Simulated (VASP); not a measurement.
Input of a VASP 6.6.1 run:

Contents of INCAR:

```
ALGO     = Normal         # electronic algorithm
EDIFF    = 1E-6           # SCF threshold, eV
ENCUT    = 520            # plane-wave cutoff, eV
GGA      = PE             # functional
ISIF     = 2              # what is computed and relaxed
ISMEAR   = 0              # smearing method
LASPH    = T              # aspherical terms in the spheres
LCHARG   = F              # write CHGCAR
LREAL    = F              # projectors in reciprocal space
LWAVE    = F              # write WAVECAR
NBANDS   = 11             # bands
NELM     = 80             # most SCF steps
PREC     = Accurate       # precision mode
SIGMA    = 0.05           # smearing width, eV
```

The input KPOINTS:

```
k-points
0
Gamma
  12 12 12
```

The input POSCAR:

```
SiC
1.0
    0.0000000000      2.3149696637      2.3149696637
    2.3149696637      0.0000000000      2.3149696637
    2.2347173820      2.2347173820      0.0802522817
Si C
1 1
Direct
    0.0000000000      0.0000000000      0.0000000000
    0.7500000000      0.7500000000      0.7500000000
```

Potentials or basis: VASP PAW PBE potentials, release 64 (Si, C).

Command:

```sh
$ cat potpaw_PBE.64/Si/POTCAR potpaw_PBE.64/C/POTCAR > POTCAR
$ mpirun -np 1 vasp_std > vasp.out
```

Task: Estimate the largest force.

Result: 0.271 eV/Å.

Task: Predict the pressure.

Result: -18.5 GPa.

Task: Estimate the band gap on the k mesh.

Result: 1.30 eV, indirect (least direct gap 4.09 eV).

Stress tensor (GPa, compression positive):
```
-18.52   7.13  -7.13
  7.13 -18.52  -7.13
 -7.13  -7.13 -18.52
```

A k mesh can miss the band edges.
